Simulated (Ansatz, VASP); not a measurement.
## One calculation of SiNi2, two programs

The input INCAR:

```
SYSTEM = SiNi2
ALGO = Fast
EDIFF = 1E-6
ENCUT = 520
GGA = PS
ISIF = 2
ISMEAR = 0
LASPH = .True.
LCHARG = .False.
LREAL = .False.
LWAVE = .False.
NBANDS = 33
NELM = 60
PREC = Accurate
SIGMA = 0.15
```

File KPOINTS:

```
k-points
0
Gamma
  12 12 10
  0 0 0
```

The input POSCAR:

```
SiNi2
1.0
    3.8684636537      0.0000000000      0.0000000000
   -1.9342318269      3.3501877977      0.0000000000
    0.0000000000      0.0000000000      4.9169852589
Si Ni
2 4
Direct
    0.3333333333      0.6666666667      0.7500000000
    0.6666666667      0.3333333333      0.2500000000
    0.0000000000      0.0000000000     -0.0152532489
    0.0000000000      0.0000000000      0.4847467511
    0.3333333333      0.6666666667      0.2347467511
    0.6666666667      0.3333333333      0.7347467511
```

Input for Ansatz:

```yaml
crystal:
  lattice:
    - [3.8684636537, 0.0, 0.0]
    - [-1.9342318269, 3.3501877977, 0.0]
    - [0.0, 0.0, 4.9169852589]
  atoms:
    - { symbol: Si, position: [0.3333333333, 0.6666666667, 0.75] }
    - { symbol: Si, position: [0.6666666667, 0.3333333333, 0.25] }
    - { symbol: Ni, position: [0.0, 0.0, -0.0152532489] }
    - { symbol: Ni, position: [0.0, 0.0, 0.4847467511] }
    - { symbol: Ni, position: [0.3333333333, 0.6666666667, 0.2347467511] }
    - { symbol: Ni, position: [0.6666666667, 0.3333333333, 0.7347467511] }
basis:
  ecutwfc: 420
kpoints:
  mp_grid: { grid: [12, 12, 10] }
hamiltonian:
  xc: pbesol
scf:
  occupations: { method: gaussian, width: 0.15 }
output:
  forces: true
  stress: true
  eigenvalues: true
```

Change from the starting cell: all Ni atoms moved +0.075 Å, as atom 3 towards its neighbour atom 4 (Ni) at 2.458 Å.

Alike in both runs: task single point; functional PBEsol; k mesh 12 × 12 × 10; occupations gaussian, width 0.15 eV; no spin polarisation.

|  | VASP | Ansatz |
| --- | --- | --- |
| version | VASP 6.6.1 | Ansatz 0.2.0 |
| potentials or method | VASP PAW PBE potentials, release 64 (Si, Ni), cutoff 520 eV | scalar-relativistic, plane waves, PAW |
| valence electrons in the cell | 48 | 80 |

Ansatz gave:

```
gap on the k mesh at the Fermi level (eV)                     : none
pressure (GPa)                                                : 0.3
traceless stress, the component that is largest in VASP (GPa) : 0.52
rms of the force components (eV/Å)                            : 0.084
```

Task: Estimate VASP's values.

Result: gap on the k mesh at the Fermi level (eV): none; pressure (GPa): 0.6; traceless stress, the component that is largest in VASP (GPa): 0.36; rms of the force components (eV/Å): 0.087.

VASP's potentials were made for PBE, not for PBEsol. Atom by atom the forces differ by 0.003 eV/Å (rms over components). A gap of «none» marks a metal or a gap that the smearing closes. VASP's potentials hold 48 valence electrons a cell and Ansatz's 80, so a difference there can come from the potentials and not from the codes.
